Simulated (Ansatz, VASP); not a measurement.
## Ge in VASP and in Ansatz

```
Ge
1.0
     0.00000    2.82877    2.88535
     2.82877    0.00000    2.88535
     2.82877    2.82877    0.00000
Ge
2
Direct
  0.50000 0.50000 0.50000
  0.75000 0.75000 0.75000
```

Change from the starting cell: zz strain of +2 %, crystal datasets.

Alike in both runs: task electric field gradients; functional PBE; k mesh 10 × 10 × 10; occupations fermi-dirac, width 0.05 eV; no spin polarisation.

|  | VASP | Ansatz |
| --- | --- | --- |
| version | VASP 6.6.1 | Ansatz 0.2.0 |
| potentials or method | VASP PAW PBE potentials, release 64 (Ge_d), cutoff 520 eV | all-electron PAW with datasets made for the crystal, scalar-relativistic |

VASP gave:

| Property | Result |
| --- | --- |
| pressure (GPa) | 2.2 |
| traceless stress, the component that is largest in VASP (GPa) | -0.94 |
| size of Vzz on the site where it differs most (V/Å²) | 0.8 |

Q: Estimate Ansatz's values.

A: Pressure (GPa): 2.2; traceless stress, the component that is largest in VASP (GPa): -0.94; size of Vzz on the site where it differs most (V/Å²): 1.0.

Ansatz ran all-electron here, and VASP with PAW potentials.
